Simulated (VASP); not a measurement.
Here is a VASP 6.6.1 calculation.

Contents of INCAR:

```
PREC = Accurate
ENCUT = 520
EDIFF = 1E-6
ISMEAR = -1
SIGMA = 0.1
LREAL = F
LASPH = T
NELM = 150
ALGO = Normal
ISIF = 2
LWAVE = F
LCHARG = F
ISPIN = 2
MAGMOM = 1 1 0 0 0 0
LORBIT = 11
NUPDOWN = 2.0
LMAXMIX = 4
GGA = PE
NBANDS = 37
ISYM = 0
```

File KPOINTS:

```
regular mesh
0
Gamma
  5 5 7
```

Contents of POSCAR:

```
TiO2
1.0
   -1.8925000000      1.8925000000      4.7570000000
    1.8925000000     -1.8925000000      4.7570000000
    1.8925000000      1.8925000000     -4.7570000000
Ti O
2 4
Direct
    0.0000000000      0.0000000000      0.0000000000
    0.7500000000      0.2500000000      0.5000000000
    0.2066000000      0.2066000000      0.0000000000
    0.9566000000      0.4566000000      0.5000000000
    0.5434000000      0.0434000000      0.5000000000
    0.7934000000      0.7934000000      0.0000000000
```

Potentials or basis: VASP PAW PBE potentials, release 64 (Ti_sv, O).

Command:

```sh
$ cat potpaw_PBE.64/Ti_sv/POTCAR potpaw_PBE.64/O/POTCAR > POTCAR
$ mpirun -np 1 vasp_std > vasp.out
```

Estimate the largest force.

0.890 eV/Å.

What does it give for the pressure?

17.1 GPa.

Stress tensor (GPa, compression positive):
```
15.45 -0.02  0.00
-0.02 15.45  0.00
 0.00  0.00 20.37
```

Caveat: the total moment is fixed, so each spin has its own Fermi level.
